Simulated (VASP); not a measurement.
# SiB17N18 (a cell with a defect) in VASP: single point with PBE

Aim: the single point of SiB17N18 (a cell with a defect) with PBE.

Program: VASP 6.6.1. These are calculated values, not measurements. Logs are shortened: lines on timing, memory, paths and dates and some standing lists are left out, and cuts for length are marked.

## Step 1: The cell of the first run

The cell holds a defect, 36 atoms: a = 7.495 Å, b = 7.495 Å, c = 6.636 Å, α = 90.00°, β = 90.00°, γ = 120.00°.

## Step 2: Single point, PBE

INCAR reads:

```
SYSTEM = SiB17N18
PREC     = Accurate       ! precision mode
ENCUT    = 520            ! plane-wave cutoff, eV
EDIFF    = 1E-7           ! SCF threshold, eV
ISMEAR   = -1             ! smearing method
SIGMA    = 0.01           ! smearing width, eV
LREAL    = Auto         
LASPH    = .True.         ! aspherical terms in the spheres
NELM     = 100            ! most SCF steps
ALGO     = Normal         ! electronic algorithm
ISIF     = 2              ! what is computed and relaxed
LWAVE    = .False.        ! write WAVECAR
LCHARG   = .False.        ! write CHGCAR
GGA      = PE             ! functional
NELECT   = 144.0        
NBANDS   = 96             ! bands
```

KPOINTS reads:

```
regular mesh
0
Gamma
  3 3 3
  0 0 0
```

POSCAR reads:

```
SiB17N18
1.0
    7.4947200001      0.0000000000      0.0000000000
   -3.7473600000      6.4906179143      0.0000000000
    0.0000000000      0.0000000000      6.6357000000
Si B N
1 17 18
Direct
    0.1111111111      0.2222222222      0.2500000000
    0.1097233290      0.5623103911      0.2500000000
    0.1097233290      0.8807462712      0.2500000000
    0.4525870621      0.2236100043      0.2500000000
    0.4525870621      0.5623103911      0.2500000000
    0.4444444444      0.8888888889      0.2500000000
    0.7710229422      0.2236100043      0.2500000000
    0.7777777778      0.5555555556      0.2500000000
    0.7710229422      0.8807462712      0.2500000000
    0.2228428414      0.1104904919      0.7500000000
    0.2228428414      0.4456856828      0.7500000000
    0.2224434510      0.7778883922      0.7500000000
    0.5554449412      0.1108898824      0.7500000000
    0.5557964124      0.4445648729      0.7500000000
    0.5554449412      0.7778883922      0.7500000000
    0.8876476506      0.1104904919      0.7500000000
    0.8887684605      0.4445648729      0.7500000000
    0.8887684605      0.7775369209      0.7500000000
    0.1111111111      0.2222222222      0.7500000000
    0.1111116259      0.5556001292      0.7500000000
    0.1111116259      0.8888448300      0.7500000000
    0.4444885033      0.2222217075      0.7500000000
    0.4444885033      0.5556001292      0.7500000000
    0.4444444444      0.8888888889      0.7500000000
    0.7777332042      0.2222217075      0.7500000000
    0.7777777778      0.5555555556      0.7500000000
    0.7777332042      0.8888448300      0.7500000000
    0.2338987839      0.0994345494      0.2500000000
    0.2338987839      0.4677975679      0.2500000000
    0.2230055696      0.7781694515      0.2500000000
    0.5551638819      0.1103277637      0.2500000000
    0.5561232194      0.4447282764      0.2500000000
    0.5551638819      0.7781694515      0.2500000000
    0.8655357655      0.0994345494      0.2500000000
    0.8886050569      0.4447282764      0.2500000000
    0.8886050569      0.7772101139      0.2500000000
```

Potentials or basis: VASP PAW PBE potentials, release 64 (Si, B, N).

Command:

```bash
$ cat potpaw_PBE.64/Si/POTCAR potpaw_PBE.64/B/POTCAR potpaw_PBE.64/N/POTCAR > POTCAR
$ mpirun -np 1 vasp_std > vasp.out
```

OUTCAR:

```text
SYSTEM = SiB17N18
   PREC = Accurate
   ENCUT = 520
   EDIFF = 1E-7
   ISMEAR = -1
   LREAL = Auto
   LASPH = .True.
   NELM = 100
   ISIF = 2
   GGA = PE
   NELECT = 144.0

 ion  position               nearest neighbor table
   1  0.111  0.222  0.250-  28 1.59  34 1.59  29 1.59   3 2.55   2 2.55   9 2.55   5 2.55   7 2.55
                             4 2.55
   2  0.110  0.562  0.250-  30 1.40  29 1.42  35 1.44   1 2.55
   3  0.110  0.881  0.250-  30 1.40  28 1.42  36 1.44   1 2.55
   4  0.453  0.224  0.250-  31 1.40  28 1.42  32 1.44   1 2.55
   5  0.453  0.562  0.250-  33 1.40  29 1.42  32 1.44   1 2.55
   6  0.444  0.889  0.250-  31 1.44  30 1.44  33 1.44
   7  0.771  0.224  0.250-  31 1.40  34 1.42  35 1.44   1 2.55
   8  0.778  0.556  0.250-  36 1.44  35 1.44  32 1.44
   9  0.771  0.881  0.250-  33 1.40  34 1.42  36 1.44   1 2.55
  10  0.223  0.110  0.750-  21 1.44  22 1.44  19 1.45
  11  0.223  0.446  0.750-  20 1.44  23 1.44  19 1.45
  12  0.222  0.778  0.750-  24 1.44  21 1.44  20 1.44
  13  0.555  0.111  0.750-  24 1.44  22 1.44  25 1.44
  14  0.556  0.445  0.750-  26 1.44  22 1.44  23 1.44
  15  0.555  0.778  0.750-  24 1.44  23 1.44  27 1.44
[... 19 lines left out ...]
  35  0.889  0.445  0.250-   7 1.44   2 1.44   8 1.44
  36  0.889  0.777  0.250-   9 1.44   3 1.44   8 1.44

  LATTYP: Found a hexagonal cell.
 ALAT       =     7.4947200001
 C/A-ratio  =     0.8853833098

  Lattice vectors:

 A1 = (   7.4947200001,   0.0000000000,   0.0000000000)
 A2 = (  -3.7473600000,   6.4906179143,   0.0000000000)
 A3 = (   0.0000000000,   0.0000000000,   6.6357000000)

Analysis of symmetry for initial positions (statically):
=====================================================================
 Subroutine PRICEL returns:
 Original cell was already a primitive cell.

 Routine SETGRP: Setting up the symmetry group for a
 hexagonal supercell.

 Subroutine GETGRP returns: Found 12 space group operations
 (whereof  2 operations were pure point group operations)
 out of a pool of 24 trial point group operations.

The static configuration has the point symmetry C_1h.
 The point group associated with its full space group is D_3h.

Analysis of symmetry for dynamics (positions and initial velocities):
=====================================================================
 Subroutine PRICEL returns:
 Original cell was already a primitive cell.

 Routine SETGRP: Setting up the symmetry group for a
 hexagonal supercell.

 Subroutine GETGRP returns: Found 12 space group operations
 (whereof  2 operations were pure point group operations)
 out of a pool of 24 trial point group operations.

The dynamic configuration has the point symmetry C_1h.
 The point group associated with its full space group is D_3h.

 Subroutine INISYM returns: Found 12 space group operations
 (whereof  2 operations are pure point group operations),
 and found     1 'primitive' translations

----------------------------------------------------------------------------------------

                                     Primitive cell

  volume of cell :     322.7960

  direct lattice vectors                    reciprocal lattice vectors
     7.494720000  0.000000000  0.000000000     0.133427266  0.077034268  0.000000000
    -3.747360000  6.490617914  0.000000000     0.000000000  0.154068536  0.000000000
     0.000000000  0.000000000  6.635700000     0.000000000  0.000000000  0.150700002

  length of vectors
     7.494720000  7.494720000  6.635700000     0.154068536  0.154068536  0.150700002

  position of ions in fractional coordinates (direct lattice)
     0.111111111  0.222222222  0.250000000
     0.109723329  0.562310391  0.250000000
     0.109723329  0.880746271  0.250000000
     0.452587062  0.223610004  0.250000000
     0.452587062  0.562310391  0.250000000
     0.444444444  0.888888889  0.250000000
[... 28 lines left out ...]
     0.888605057  0.444728276  0.250000000
     0.888605057  0.777210114  0.250000000

  ion indices of the primitive-cell ions
   primitive index   ion index
                 1           1
                 2           2
                 3           3
                 4           4
                 5           5
                 6           6
[... 28 lines left out ...]
                35          35
                36          36

----------------------------------------------------------------------------------------

 KPOINTS: regular mesh

Automatic generation of k-mesh.
 Grid dimensions read from file:
 generate k-points for:    3    3    3

 Generating k-lattice:

  Cartesian coordinates                     Fractional coordinates (reciprocal lattice)
     0.044475755  0.025678089  0.000000000     0.333333333  0.000000000  0.000000000
     0.000000000  0.051356179  0.000000000     0.000000000  0.333333333  0.000000000
     0.000000000  0.000000000  0.050233334     0.000000000  0.000000000  0.333333333

  Length of vectors
     0.051356179  0.051356179  0.050233334

  Shift w.r.t. Gamma in fractional coordinates (k-lattice)
     0.000000000  0.000000000  0.000000000

 Subroutine IBZKPT returns following result:
 ===========================================

 Found      6 irreducible k-points:

 Following reciprocal coordinates:
            Coordinates               Weight
  0.000000  0.000000  0.000000      1.000000
  0.333333 -0.000000  0.000000      6.000000
  0.333333  0.333333  0.000000      2.000000
  0.000000  0.000000  0.333333      2.000000
  0.333333 -0.000000  0.333333     12.000000
  0.333333  0.333333  0.333333      4.000000
   k-points           NKPTS =      6   k-points in BZ     NKDIM =      6   number of bands    NBANDS=     96
   number of dos      NEDOS =    301   number of ions     NIONS =     36
   total plane-waves  NPLWV = 156800
   dimension x,y,z NGX =    56 NGY =   56 NGZ =   50
   dimension x,y,z NGXF=   112 NGYF=  112 NGZF=  100
   ions per type =               1  17  18
   NGX,Y,Z   is equivalent  to a cutoff of  12.42, 12.42, 12.53 a.u.
   NGXF,Y,Z  is equivalent  to a cutoff of  24.84, 24.84, 25.05 a.u.
 SYSTEM =  SiB17N18
   PREC   = accura    normal or accurate (medium, high low for compatibility)
   ISTART =      0    job   : 0-new  1-cont  2-samecut
   ICHARG =      2    charge: 1-file 2-atom 10-const
   ISPIN  =      1    spin polarized calculation?
   LNONCOLLINEAR =      F non collinear calculations
   LSORBIT =      F    spin-orbit coupling
   LASPH  =      T    aspherical Exc in radial PAW
   ENCUT  =  520.0 eV  38.22 Ry    6.18 a.u.  13.94 13.94 12.34*2*pi/ulx,y,z
   NELM   =    100;   NELMIN=  2; NELMDL= -5     # of ELM steps
   EDIFF  = 0.1E-06   stopping-criterion for ELM
   LREAL  =      T    real-space projection
   EDIFFG = 0.1E-05   stopping-criterion for IOM
   NSW    =      0    number of steps for IOM
   IBRION =     -1    ionic relax: 0-MD 1-quasi-New 2-CG
   NFREE  =      0    steps in history (QN), initial steepest desc. (CG)
   ISIF   =      2    stress and relaxation
   ISYM   =      2    0-nonsym 1-usesym 2-fastsym
   POTIM  = 0.5000    time-step for ionic-motion
   TEBEG  =    0.0;   TEEND  =   0.0 temperature during run
   PSTRESS=    0.0 pullay stress
   NELECT =     144.0000    total number of electrons
   NUPDOWN=      -1.0000    fix difference up-down
   EMIN   =  10.00;   EMAX   =-10.00  energy-range for DOS
   EFERMI =   0.00;   METHOD = LEGACY
   ISMEAR =    -1;   SIGMA  =   0.01  broadening in eV -4-tet -1-fermi 0-gaus
   EFERMI_NEDOS =   21; number of points for ismear=-14 and -15
   IALGO  =     38    algorithm
   IMIX   =      4    mixing-type and parameters
     AMIX     =   0.40;   BMIX     =  1.00
     AMIX_MAG =   1.60;   BMIX_MAG =  1.00
  volume/ion in A,a.u.               =       8.97        60.51
  Fermi-wavevector in a.u.,A,eV,Ry     =   1.250891  2.363842 21.289433  1.564729
  Thomas-Fermi vector in A             =   2.384864
   LORBIT       =      0    0 simple, 1 ext, 2 COOP (PROOUT), +10 PAW based schemes
   GGA     = PE    functional components
   LHFCALC =     F    Hartree Fock is set to
   AEXX    =    0.0000 exact exchange contribution
   IVDW    =     0    specifies the selected vdW correction
   LEPSILON=     F    determine dielectric tensor
   LRPA    =     F    only Hartree local field effects (RPA)
 non-spin polarized calculation
  energy-cutoff  :      520.00
  volume of cell :      322.80
 maximum number of plane-waves:      8725
 NGX is ok and might be reduce to    56
   NGX = 27   NGY = 27   NGZ = 25

 number of electron     143.9999985 magnetization

 Free energy of the ion-electron system (eV)
  ---------------------------------------------------
  ext. energy  EPLUGINS =         0.00000000
  ---------------------------------------------------
  free energy    TOTEN  =      -316.13208042 eV

  energy without entropy =     -316.13208042  energy(sigma->0) =     -316.13208042

 E-fermi :   3.2979     XC(G=0): -10.1141

 val. band max:        3.0069347477   @ k =   0.0000   0.0000   0.3333
 cond. band min:       6.7893890598   @ k =   0.3333   0.3333   0.3333
 fundamental gap:      3.7824543121
 Fermi energy:         3.2979370965

 k-point     1 :       0.0000    0.0000    0.0000
  band No.  band energies     occupation
      1     -15.8078      2.00000
      2     -14.6200      2.00000
      3     -14.0769      2.00000
      4     -14.0769      2.00000
      5     -13.7776      2.00000
      6     -13.5376      2.00000
[... 76 lines left out ...]
     83       9.6062      0.00000
     84       9.6693      0.00000

 k-point     2 :       0.3333   -0.0000    0.0000
  band No.  band energies     occupation
      1     -15.5803      2.00000
      2     -14.8498      2.00000
      3     -14.3838      2.00000
      4     -14.2654      2.00000
      5     -14.0775      2.00000
      6     -13.6950      2.00000
[... 337 lines left out ...]
     83       9.0711      0.00000
     84       9.8835      0.00000

 k-point     6 :       0.3333    0.3333    0.3333
  band No.  band energies     occupation
      1     -15.2804      2.00000
      2     -15.0527      2.00000
      3     -14.8542      2.00000
      4     -13.9884      2.00000
      5     -13.9100      2.00000
      6     -13.9030      2.00000
[... 76 lines left out ...]
     83       9.5055      0.00000
     84       9.5440      0.00000
 [bands above 84 left out]

------------------------ aborting loop because EDIFF is reached ----------------------------------------

  FORCE on cell =-STRESS in cart. coord.  units (eV):
  Direction    XX          YY          ZZ          XY          YZ          ZX
  --------------------------------------------------------------------------------------
  -------------------------------------------------------------------------------------
  Total       29.7897380     29.7897380     -4.0219266      0.0000000     -0.0000000      0.0000000
  in kB      147.8594431    147.8594431    -19.9625731      0.0000000     -0.0000000      0.0000000
  external PRESSURE =      91.9187710 kB  Pullay stress =       0.0000000 kB

 VOLUME and BASIS-vectors are now :
 -----------------------------------------------------------------------------
  energy-cutoff  :      520.00
  volume of cell :      322.80
      direct lattice vectors                 reciprocal lattice vectors
     7.494720000  0.000000000  0.000000000     0.133427266  0.077034268  0.000000000
    -3.747360000  6.490617914  0.000000000     0.000000000  0.154068536  0.000000000
     0.000000000  0.000000000  6.635700000     0.000000000  0.000000000  0.150700002

 POSITION                                       TOTAL-FORCE (eV/Angst)
 -----------------------------------------------------------------------------------
      0.00000      1.44236      1.65892        -0.000000     -0.000000      0.000000
     -1.28483      3.64974      1.65892         0.018495      0.013008      0.000000
     -2.47813      5.71659      1.65892         0.020513      0.009513      0.000000
      2.55407      1.45137      1.65892         0.002018     -0.022521     -0.000000
      1.28483      3.64974      1.65892        -0.018495      0.013008      0.000000
     -0.00000      5.76944      1.65892        -0.000000     -0.000000      0.000000
[... 28 lines left out ...]
      4.99329      2.88656      1.65892         0.009713     -0.005608      0.000000
      3.74736      5.04457      1.65892         0.000000      0.011215     -0.000000
 -----------------------------------------------------------------------------------
    total drift:                               -0.000000      0.000071     -0.000000

  FREE ENERGIE OF THE ION-ELECTRON SYSTEM (eV)
  ---------------------------------------------------
  free  energy   TOTEN  =      -316.1320804175 eV

  energy  without entropy=     -316.1320804175  energy(sigma->0) =     -316.13208042
```

Wall time 4.5 min (1 thread of Intel Xeon Platinum 8559C (Emerald Rapids), shared host); peak memory 0.44 GiB.

Results:

```yaml
Free_energy: -316.1321 eV
Largest_force: 0.023 eV/Å
```

Forces in eV/Å, atoms in the order of the input:
```
Si   0.000  0.000  0.000
B    0.018  0.013  0.000
B    0.021  0.010  0.000
B    0.002 -0.023  0.000
B   -0.018  0.013  0.000
B    0.000  0.000  0.000
B   -0.002 -0.023  0.000
B    0.000  0.000  0.000
B   -0.021  0.010  0.000
B    0.001  0.000  0.000
B    0.000  0.001  0.000
B   -0.001 -0.001  0.000
B    0.000  0.002  0.000
B    0.001  0.001  0.000
B    0.001 -0.001  0.000
B   -0.001  0.000  0.000
B   -0.001  0.001  0.000
B    0.000 -0.001  0.000
N    0.000  0.000  0.000
N    0.003  0.000  0.000
N    0.001  0.002  0.000
N   -0.001 -0.002  0.000
N   -0.003  0.000  0.000
N    0.000  0.000  0.000
N    0.001 -0.002  0.000
N    0.000  0.000  0.000
N   -0.001  0.002  0.000
N    0.015 -0.009  0.000
N    0.000  0.017  0.000
N    0.013  0.008  0.000
N    0.000 -0.015  0.000
N   -0.010 -0.006  0.000
N   -0.013  0.008  0.000
N   -0.015 -0.009  0.000
N    0.010 -0.006  0.000
N    0.000  0.011  0.000
```

Caveat: the cell carries a net charge on a neutralising background, which shifts energy and pressure; the cell is charged against a uniform background, so pressure and absolute levels hang on convention.
